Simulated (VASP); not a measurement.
# MgO (Fm-3m) in VASP: further runs

MgO is run at these levels: PBEsol; tasks: single point, relaxation of cell and atoms.

Program: VASP 6.6.1. These are calculated values, not measurements. Logs are shortened: lines on timing, memory, paths and dates and some standing lists are left out, and cuts for length are marked.

**What was measured.**

From “Electronic structure of alkaline earth and post-transition metal oxides”, 2009, arxiv:0908.1581, for a bulk crystal of MgO: band gap 7.83 eV.

How close the calculation comes is told below.

**1. The cell of the first run**

It takes space group Fm-3m (No. 225, cubic). The conventional cell has a = 4.209 Å, b = 4.209 Å, c = 4.209 Å, α = 90.00°, β = 90.00°, γ = 90.00°. Mg (site symmetry m-3m) has 6 O at 2.10 Å within 2.8 Å. O (site symmetry m-3m) has 6 Mg at 2.10 Å within 2.8 Å.

**2. Single point, PBEsol**

The input, INCAR:

```
PREC = Accurate
ENCUT = 600
EDIFF = 1E-6
ISMEAR = 0
SIGMA = 0.1
LREAL = F
LASPH = T
NELM = 120
ALGO = Normal
ISIF = 2
LWAVE = F
LCHARG = F
GGA = PS
NBANDS = 11
GGA_COMPAT = F
```

The input, KPOINTS:

```
regular mesh
0
Gamma
  8 8 8
```

The input, POSCAR:

```
MgO
1.0
    0.0000000000      2.1045191082      2.1045191082
    2.1045191082      0.0000000000      2.1045191082
    2.1045191082      2.1045191082      0.0000000000
Mg O
1 1
Direct
    0.0000000000      0.0000000000      0.0000000000
    0.5000000000      0.5000000000      0.5000000000
```

Potentials or basis: VASP PAW PBE potentials, release 64 (Mg, O).

Launch:

```sh
cat potpaw_PBE.64/Mg/POTCAR potpaw_PBE.64/O/POTCAR > POTCAR
mpirun -np 1 vasp_std > vasp.out
```

OUTCAR:

```text
PREC = Accurate
   ENCUT = 600
   EDIFF = 1E-6
   ISMEAR = 0
   LREAL = F
   LASPH = T
   NELM = 120
   ISIF = 2
   GGA = PS

 ion  position               nearest neighbor table
   1  0.000  0.000  0.000-   2 2.10   2 2.10   2 2.10   2 2.10   2 2.10   2 2.10
   2  0.500  0.500  0.500-   1 2.10   1 2.10   1 2.10   1 2.10   1 2.10   1 2.10

  LATTYP: Found a face centered cubic cell.
 ALAT       =     4.2090382164

  Lattice vectors:

 A1 = (   0.0000000000,   2.1045191082,   2.1045191082)
 A2 = (   2.1045191082,   0.0000000000,   2.1045191082)
 A3 = (   2.1045191082,   2.1045191082,   0.0000000000)

Analysis of symmetry for initial positions (statically):
=====================================================================
 Subroutine PRICEL returns:
 Original cell was already a primitive cell.

 Routine SETGRP: Setting up the symmetry group for a
 face centered cubic supercell.

 Subroutine GETGRP returns: Found 48 space group operations
 (whereof 48 operations were pure point group operations)
 out of a pool of 48 trial point group operations.

The static configuration has the point symmetry O_h .

Analysis of symmetry for dynamics (positions and initial velocities):
=====================================================================
 Subroutine PRICEL returns:
 Original cell was already a primitive cell.

 Routine SETGRP: Setting up the symmetry group for a
 face centered cubic supercell.

 Subroutine GETGRP returns: Found 48 space group operations
 (whereof 48 operations were pure point group operations)
 out of a pool of 48 trial point group operations.

The dynamic configuration has the point symmetry O_h .

 Subroutine INISYM returns: Found 48 space group operations
 (whereof 48 operations are pure point group operations),
 and found     1 'primitive' translations

----------------------------------------------------------------------------------------

                                     Primitive cell

  volume of cell :      18.6418

  direct lattice vectors                    reciprocal lattice vectors
     0.000000000  2.104519108  2.104519108    -0.237583968  0.237583968  0.237583968
     2.104519108  0.000000000  2.104519108     0.237583968 -0.237583968  0.237583968
     2.104519108  2.104519108  0.000000000     0.237583968  0.237583968 -0.237583968

  length of vectors
     2.976239465  2.976239465  2.976239465     0.411507503  0.411507503  0.411507503

[... 87 lines left out ...]
   ISYM   =      2    0-nonsym 1-usesym 2-fastsym
   POTIM  = 0.5000    time-step for ionic-motion
   TEBEG  =    0.0;   TEEND  =   0.0 temperature during run
   PSTRESS=    0.0 pullay stress
   NELECT =       8.0000    total number of electrons
   NUPDOWN=      -1.0000    fix difference up-down
   EMIN   =  10.00;   EMAX   =-10.00  energy-range for DOS
   EFERMI =   0.00;   METHOD = LEGACY
   ISMEAR =     0;   SIGMA  =   0.10  broadening in eV -4-tet -1-fermi 0-gaus
   EFERMI_NEDOS =   21; number of points for ismear=-14 and -15
   IALGO  =     38    algorithm
   IMIX   =      4    mixing-type and parameters
     AMIX     =   0.40;   BMIX     =  1.00
     AMIX_MAG =   1.60;   BMIX_MAG =  1.00
  volume/ion in A,a.u.               =       9.32        62.90
  Fermi-wavevector in a.u.,A,eV,Ry     =   1.234834  2.333498 20.746372  1.524815
  Thomas-Fermi vector in A             =   2.369508
   LORBIT       =      0    0 simple, 1 ext, 2 COOP (PROOUT), +10 PAW based schemes
   GGA     = PS    functional components
   LHFCALC =     F    Hartree Fock is set to
   AEXX    =    0.0000 exact exchange contribution
   IVDW    =     0    specifies the selected vdW correction
   LEPSILON=     F    determine dielectric tensor
   LRPA    =     F    only Hartree local field effects (RPA)
 non-spin polarized calculation
 Gauss-broadening in eV      SIGMA  =   0.10
  energy-cutoff  :      600.00
  volume of cell :       18.64
 maximum number of plane-waves:       636
   NGX = 11   NGY = 11   NGZ = 11

 number of electron       8.0000005 magnetization

 Free energy of the ion-electron system (eV)
  ---------------------------------------------------
  ext. energy  EPLUGINS =         0.00000000
  ---------------------------------------------------
  free energy    TOTEN  =       -12.51540910 eV

  energy without entropy =      -12.51540910  energy(sigma->0) =      -12.51540910

 E-fermi :   3.5883     XC(G=0): -11.3204

 val. band max:        3.0817276355   @ k =   0.0000   0.0000   0.0000
 cond. band min:       7.7381240579   @ k =   0.0000   0.0000   0.0000
 fundamental gap:      4.6563964224
 Fermi energy:         3.5883039873

 k-point     1 :       0.0000    0.0000    0.0000
  band No.  band energies     occupation
      1     -14.1345      2.00000
      2       3.0817      2.00000
      3       3.0817      2.00000
      4       3.0817      2.00000
      5       7.7381      0.00000
      6      18.7278      0.00000
      7      18.7278      0.00000
      8      18.7278      0.00000
      9      22.5755      0.00000
     10      24.4621      0.00000
     11      24.4621      0.00000
[... 309 lines left out ...]
 k-point    24 :      -0.3750    0.2500    0.1250
  band No.  band energies     occupation
      1     -12.6603      2.00000
      2      -0.9845      2.00000
      3       1.1089      2.00000
      4       2.0777      2.00000
      5      12.6284      0.00000
      6      15.1815      0.00000
      7      16.4851      0.00000
      8      19.8796      0.00000
      9      23.4842      0.00000
     10      25.0368      0.00000
     11      29.1391      0.00000

 [... further k-points ...]

------------------------ aborting loop because EDIFF is reached ----------------------------------------

  FORCE on cell =-STRESS in cart. coord.  units (eV):
  Direction    XX          YY          ZZ          XY          YZ          ZX
  --------------------------------------------------------------------------------------
  -------------------------------------------------------------------------------------
  Total       -0.0169515     -0.0169515     -0.0169515     -0.0000000      0.0000000     -0.0000000
  in kB       -1.4569022     -1.4569022     -1.4569022     -0.0000000      0.0000000     -0.0000000
  external PRESSURE =      -1.4569022 kB  Pullay stress =       0.0000000 kB

 VOLUME and BASIS-vectors are now :
 -----------------------------------------------------------------------------
  energy-cutoff  :      600.00
  volume of cell :       18.64
      direct lattice vectors                 reciprocal lattice vectors
     0.000000000  2.104519108  2.104519108    -0.237583968  0.237583968  0.237583968
     2.104519108  0.000000000  2.104519108     0.237583968 -0.237583968  0.237583968
     2.104519108  2.104519108  0.000000000     0.237583968  0.237583968 -0.237583968

 POSITION                                       TOTAL-FORCE (eV/Angst)
 -----------------------------------------------------------------------------------
      0.00000      0.00000      0.00000        -0.000000      0.000000      0.000000
      2.10452      2.10452      2.10452         0.000000     -0.000000     -0.000000
 -----------------------------------------------------------------------------------
    total drift:                               -0.000000     -0.000000      0.000000

  FREE ENERGIE OF THE ION-ELECTRON SYSTEM (eV)
  ---------------------------------------------------
  free  energy   TOTEN  =       -12.5154091004 eV

  energy  without entropy=      -12.5154091004  energy(sigma->0) =      -12.51540910
```

OSZICAR:

```text
N       E                     dE             d eps       ncg     rms          rms(c)
DAV:   1     0.175304853200E+02    0.17530E+02   -0.50454E+03   686   0.735E+02
DAV:   2    -0.132136545466E+02   -0.30744E+02   -0.29399E+02   745   0.146E+02
DAV:   3    -0.138983860899E+02   -0.68473E+00   -0.68395E+00   752   0.192E+01
DAV:   4    -0.139000109956E+02   -0.16249E-02   -0.16249E-02   710   0.107E+00
DAV:   5    -0.139000159395E+02   -0.49439E-05   -0.49439E-05   746   0.588E-02    0.666E+00
DAV:   6    -0.125517700249E+02    0.13482E+01   -0.76201E+00   665   0.151E+01    0.219E+00
DAV:   7    -0.125291718678E+02    0.22598E-01   -0.52128E-02   695   0.208E+00    0.130E+00
DAV:   8    -0.125158094209E+02    0.13362E-01   -0.24066E-02   665   0.177E+00    0.227E-01
DAV:   9    -0.125155001696E+02    0.30925E-03   -0.39036E-04   716   0.139E-01    0.141E-01
DAV:  10    -0.125154070308E+02    0.93139E-04   -0.47495E-04   710   0.165E-01    0.492E-03
DAV:  11    -0.125154086323E+02   -0.16015E-05   -0.44276E-06   686   0.152E-02    0.347E-03
DAV:  12    -0.125154091004E+02   -0.46811E-06   -0.10015E-07   361   0.330E-03
   1 F= -.12515409E+02 E0= -.12515409E+02  d E =-.236833E-14
```

stdout:

```text
POSCAR found type information on POSCAR MgO
 POSCAR found :  2 types and       2 ions
 scaLAPACK will be used
 -----------------------------------------------------------------------------
|                                                                             |
|                                                                             |
|     You enforced a specific xc type in the INCAR file but a different       |
|     I HOPE YOU KNOW WHAT YOU ARE DOING!                                     |
|                                                                             |
 -----------------------------------------------------------------------------

 LDA part: xc-table for (Slater+PW92), standard interpolation
 POSCAR, INCAR and KPOINTS ok, starting setup
 FFT: planning ... GRIDC
 FFT: planning ... GRID_SOFT
 FFT: planning ... GRID
 WAVECAR not read
 entering main loop
```

Wall time 5.1 s (1 thread of Intel Xeon Platinum 8259CL at 2.50GHz (Skylake/Cascade Lake), shared host); peak memory 0.14 GiB.

What came out:

* Free energy: -12.5154 eV
* Pressure: -0.1 GPa
* Band gap on the k mesh: 4.66 eV

Caveat: the PAW data sets were made with another functional, which shifts forces and pressure a little.

**3. Single point, PBEsol**

The input, INCAR:

```
PREC = Accurate
ENCUT = 600
EDIFF = 1E-6
ISMEAR = 0
SIGMA = 0.01
LREAL = F
LASPH = T
NELM = 120
ALGO = Normal
ISIF = 2
LWAVE = F
LCHARG = T
GGA = PS
LELF = T
LVHAR = T
NBANDS = 11
GGA_COMPAT = F
```

The input, KPOINTS:

```
regular mesh
0
Gamma
  10 10 10
```

The input, POSCAR:

```
MgO
1.0
    0.0000000000      2.1043653452      2.1043653452
    2.1043653452      0.0000000000      2.1043653452
    2.1043653452      2.1043653452      0.0000000000
Mg O
1 1
Direct
    0.0000000000      0.0000000000      0.0000000000
    0.5000000000      0.5000000000      0.5000000000
```

Potentials or basis: VASP PAW PBE potentials, release 64 (Mg, O).

Launch:

```sh
cat potpaw_PBE.64/Mg/POTCAR potpaw_PBE.64/O/POTCAR > POTCAR
mpirun -np 1 vasp_std > vasp.out
```

It took 7 s on 1 thread of Intel Xeon Platinum 8259CL at 2.50GHz (Skylake/Cascade Lake), shared host; peak memory 0.14 GiB.

It converged, with:

```yaml
Free_energy: -12.5154 eV
Pressure: -0.1 GPa
Band_gap_on_the_k_mesh: 4.66 eV
```

Levels at points of the mesh, in eV from the valence-band top:
```csv
k point,band 2,band 3,band 4,band 5,band 6,band 7
"(0.00, 0.00, 0.00)",0.00,0.00,0.00,4.66,15.65,15.65
"(0.50, 0.00, 0.00)",-4.69,-0.67,-0.67,7.76,12.53,16.20
"(0.50, 0.50, 0.00)",-4.16,-1.37,-1.37,8.93,9.90,13.00
```

Caveat: the PAW data sets were made with another functional, which shifts forces and pressure a little.

**4. Single point, PBEsol**

The input, INCAR:

```
SYSTEM = MgO
ALGO = Normal ; EDIFF = 1E-6
ENCUT = 600 ; GGA = PS
GGA_COMPAT = .False. ; ISIF = 2
ISMEAR = 0 ; LASPH = .True.
LCHARG = .False. ; LREAL = .False.
LWAVE = .False. ; NBANDS = 11
NELM = 120 ; PREC = Accurate
SIGMA = 0.02
```

The input, KPOINTS:

```
k-points
0
Gamma
  10 10 10
  0 0 0
```

POSCAR is that of step 3.

Launch:

```sh
cat potpaw_PBE.64/Mg/POTCAR potpaw_PBE.64/O/POTCAR > POTCAR
mpirun -np 1 vasp_std > vasp.out
```

Run time: 6.7 s. Hardware: 1 thread of Intel Xeon Platinum 8259CL at 2.50GHz (Skylake/Cascade Lake), shared host; peak memory 0.14 GiB.

It converged, with:

- Free energy: -12.5154 eV
- Pressure: -0.1 GPa
- Band gap on the k mesh: 4.66 eV

Levels at points of the mesh, in eV from the valence-band top:
```tsv
k point	band 1	band 2	band 3	band 4	band 5	band 6	band 7	band 8
(0.00, 0.00, 0.00)	-17.22	0.00	0.00	0.00	4.66	15.65	15.65	15.65
(0.50, 0.00, 0.00)	-15.90	-4.69	-0.67	-0.67	7.76	12.53	16.20	16.20
(0.50, 0.50, 0.00)	-15.63	-4.16	-1.37	-1.37	8.93	9.90	13.00	18.88
```

Caveat: the PAW data sets were made with another functional, which shifts forces and pressure a little.

**5. Relaxation of cell and atoms, PBEsol, target pressure 0.61 GPa, at which the enthalpy is minimised**

This run uses another cell than the first one, of 9.37 Å³/atom.

The input, INCAR:

```
ALGO = Normal
EDIFF = 1E-7
EDIFFG = -0.05
ENCUT = 600
GGA = PS
GGA_COMPAT = F
IBRION = 2
ISIF = 3
ISMEAR = 0
LASPH = T
LCHARG = F
LREAL = F
LWAVE = F
NELM = 120
NELMIN = 4
NSW = 80
PREC = Accurate
PSTRESS = 6.1
SIGMA = 0.1
```

The input, KPOINTS:

```
k-points
0
Gamma
  8 8 8
```

The input, POSCAR:

```
MgO
1.0
    0.0000000000      2.1085000000      2.1085000000
    2.1085000000      0.0000000000      2.1085000000
    2.1085000000      2.1085000000      0.0000000000
Mg O
1 1
Direct
    0.0000000000      0.0000000000      0.0000000000
    0.5000000000      0.5000000000      0.5000000000
```

Launch:

```sh
cat potpaw_PBE.64/Mg/POTCAR potpaw_PBE.64/O/POTCAR > POTCAR
mpirun -np 1 vasp_std > vasp.out
```

Wall time 7 s (1 thread of Intel Xeon Platinum 8259CL at 2.50GHz (Skylake/Cascade Lake), shared host); peak memory 0.14 GiB.

It converged, with:

```
Free energy                                                : -12.5152 eV
Relaxed volume                                             : 9.24 Å³/atom
Relaxed cell                                               : a = 2.968 Å, b = 2.968 Å, c = 2.968 Å, α = 60.00°, β = 60.00°, γ = 60.00°
Space group after relaxing (to 0.1 Å)                      : Fm-3m (No. 225)
Energy change on relaxing (the run minimises the enthalpy) : +0.1 meV/atom
Ionic steps                                                : 2
Pressure after relaxing                                    : 1.2 GPa
Band gap on the k mesh                                     : 4.74 eV
```

Step by step:
```tsv
step	energy change (eV)	largest force (eV/Å)	pressure (GPa)	volume (Å³)
1	0.0000	0.0000	-1.04	18.75
2	0.0001	0.0000	1.21	18.49
```

Final structure:
```
Mg O
1.0
     0.00000    2.09870    2.09870
     2.09870    0.00000    2.09870
     2.09870    2.09870    0.00000
Mg O
1 1
Cartesian
  2.0987 0.0000 2.0987
  2.0987 2.0987 2.0987
```

Levels at points of the mesh, in eV from the valence-band top:
```tsv
k point	band 1	band 2	band 3	band 4	band 5	band 6	band 7	band 8
(0.00, 0.00, 0.00)	-17.26	0.00	0.00	0.00	4.74	15.69	15.69	15.69
(0.50, 0.00, 0.00)	-15.92	-4.73	-0.68	-0.68	7.81	12.62	16.29	16.29
(0.50, 0.50, 0.00)	-15.65	-4.19	-1.38	-1.38	8.93	9.99	13.08	19.00
```

Caveat: the cell is relaxed towards a set pressure, so the run minimises the enthalpy, not the energy; the PAW data sets were made with another functional, which shifts forces and pressure a little.

**6. Overview**

```csv
task,cell,k mesh,smearing,gap on the mesh (eV),pressure (GPa)
single point,"a = 2.976 Å, angles 60.0°, 2 atoms",8 × 8 × 8,gaussian 0.1 eV,4.66,-0.1
single point,"a = 2.976 Å, angles 60.0°, 2 atoms",10 × 10 × 10,gaussian 0.01 eV,4.66,-0.1
single point,"a = 2.976 Å, angles 60.0°, 2 atoms",10 × 10 × 10,gaussian 0.02 eV,4.66,-0.1
relaxation of cell and atoms,"relaxed to 0.61 GPa from a = 2.982 Å, angles 60.0°, 2 atoms",8 × 8 × 8,gaussian 0.1 eV,4.74,1.2
```

Alike in all rows: level PBEsol; potentials or basis VASP PAW PBE potentials, release 64 (Mg, O); no spin polarisation; cutoff (eV) 600.

Caveats: the PAW data sets were made with another functional, which shifts forces and pressure a little; the cell is relaxed towards a set pressure, so the run minimises the enthalpy, not the energy (at least some runs).

Total energies depend on the potentials used, so only differences within one code and one set of settings carry meaning.

**7. Comparison with measurements**

Step 4. Against the measured gap of MgO, 7.83 eV (quoted in “Electronic structure of alkaline earth and post-transition metal oxides”, 2009, arxiv:0908.1581), the calculated 4.66 eV is off by -3.17 eV. The value is that of PBEsol, without temperature or zero-point motion. Semilocal functionals fall short of measured gaps as a rule.
